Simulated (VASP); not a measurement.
Set up this calculation in VASP 6.6.1, as the native input.

```
Task                   : single point
Functional             : PBEsol
Potentials or basis    : VASP PAW PBE potentials, release 64 (Sn_d, Se)
Cutoff                 : 520 eV
k mesh                 : 6 × 6 × 4
Occupations            : gaussian, width 0.05 eV
Spin                   : no spin polarisation
Dipole correction      : no
Further INCAR settings : ALGO = Normal; EDIFF = 1e-07; NBANDS = 20
```

The structure of SnSe2 lies in POSCAR:

```
SnSe2
1.0
    3.8109987816      0.0000000000      0.0000000000
   -1.9054993908      3.3004217586      0.0000000000
    0.0000000000      0.0000000000      6.1370000000
Sn Se
1 2
Direct
    0.0000000000      0.0000000000      0.0000000000
    0.2894332246      0.6345295566      0.2500000000
    0.6666666667      0.3333333333      0.7500000000
```

This cell differs from its parent crystal: atom 2 (Se) moved by (-0.150, +0.000) A along [1 1 0] and z.

These files were run (other wordings do the same):

INCAR

```
ALGO     = Normal         # electronic algorithm
EDIFF    = 1E-7           # SCF threshold, eV
ENCUT    = 520            # plane-wave cutoff, eV
GGA      = PS             # functional
ISIF     = 2              # what is computed and relaxed
ISMEAR   = 0              # smearing method
LASPH    = True           # aspherical terms in the spheres
LCHARG   = True           # write CHGCAR
LELF     = True           # ELF
LREAL    = False          # projectors in reciprocal space
LVHAR    = True         
LWAVE    = False          # write WAVECAR
NBANDS   = 20             # bands
NELM     = 60             # most SCF steps
PREC     = Accurate       # precision mode
SIGMA    = 0.05           # smearing width, eV
```

KPOINTS

```
k-points
0
Gamma
  6 6 4
```

Potentials or basis: VASP PAW PBE potentials, release 64 (Sn_d, Se).

Run with:

```console
$ cat potpaw_PBE.64/Sn_d/POTCAR potpaw_PBE.64/Se/POTCAR > POTCAR
$ mpirun -np 1 vasp_std > vasp.out
```

It gave:

```
Pressure               : 2.7 GPa
Largest force          : 0.854 eV/Å
Band gap on the k mesh : 0.56 eV, indirect (least direct gap 0.97 eV)
```

Caveat: the cell differs from its parent crystal (atom 2 (Se) moved by (-0.150, +0.000) A along [1 1 0] and z); the PAW data sets were made with another functional, which shifts forces and pressure a little; spin-orbit coupling is left out, which moves the levels of the heavy elements.

It took 75 s on 1 thread of Intel(R) Xeon(R) Platinum 8375C CPU @ 2.90GHz (Ice Lake), with other jobs on the host, peak memory 0.26 GiB.
